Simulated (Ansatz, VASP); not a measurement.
**PbSe: VASP beside Ansatz**

INCAR

```
SYSTEM = PbSe
  PREC = Accurate
  ENCUT = 520
  EDIFF = 1E-6
  ISMEAR = -1
  SIGMA = 0.02
  LREAL = .FALSE.
  LASPH = .TRUE.
  NELM = 80
  ALGO = Normal
  ISIF = 2
  LWAVE = .FALSE.
  LCHARG = .FALSE.
  GGA = PS
  NBANDS = 17
```

The input KPOINTS:

```
regular mesh
0
G
  7 7 7
  0 0 0
```

POSCAR

```
PbSe
1.0
    0.0000000000      3.0621500000      3.0315285000
    3.0621500000      0.0000000000      3.0315285000
    3.0621500000      3.0621500000      0.0000000000
Pb Se
1 1
Direct
    0.0000000000      0.0000000000      0.0000000000
    0.5000000000      0.5000000000      0.5000000000
```

Input for Ansatz:

```yaml
crystal:
  lattice:
    - [0.0, 3.06215, 3.0315285]
    - [3.06215, 0.0, 3.0315285]
    - [3.06215, 3.06215, 0.0]
  atoms:
    - { symbol: Pb, position: [0.0, 0.0, 0.0] }
    - { symbol: Se, position: [0.5, 0.5, 0.5] }
kpoints:
  mp_grid: { grid: [7, 7, 7] }
  band_path:
    path:
      - [0.0, 0.0, 0.0]
      - [0.0, 0.5, 0.5]
      - [0.25, 0.75, 0.5]
      - [0.0, 0.5, 0.0]
      - [0.0, 0.0, 0.0]
      - [0.5, 0.5, 0.0]
      - [0.3775380063, 0.6224619937, 0.0]
      - [-0.3775380063, 0.3775380063, 0.0]
      - [0.0, 0.0, 0.0]
    npoints: 5
scf:
  occupations: { method: fermi_dirac, width: 0.02 }
hamiltonian:
  xc: pbesol
  pseudopotentials: { kind: all_electron, lapw: { basis_error: 0.0005 } }
output:
  forces: true
  stress: true
  eigenvalues: true
```

Change from the starting cell: zz strain of -1 %.

Alike in both runs: task single point; functional PBEsol; k mesh 7 × 7 × 7; occupations fermi-dirac, width 0.02 eV; no spin polarisation.

|  | VASP | Ansatz |
| --- | --- | --- |
| version | VASP 6.6.1 | Ansatz 0.2.0 |
| potentials or method | VASP PAW PBE potentials, release 64 (Pb_d, Se), cutoff 520 eV | all-electron LAPW, scalar-relativistic |

|  | VASP | Ansatz | Ansatz less VASP |
| --- | --- | --- | --- |
| gap on the k mesh at the Fermi level (eV) | 0.81 | 0.81 | -0.001 |
| pressure (GPa) | -0.1 | -0.1 | +0.02 |
| traceless stress, the component that is largest in VASP (GPa) | 0.86 | 0.85 | -0.004 |

VASP's potentials were made for PBE, not for PBEsol. Ansatz ran all-electron here, and VASP with PAW potentials.

Spin-orbit coupling is off throughout.
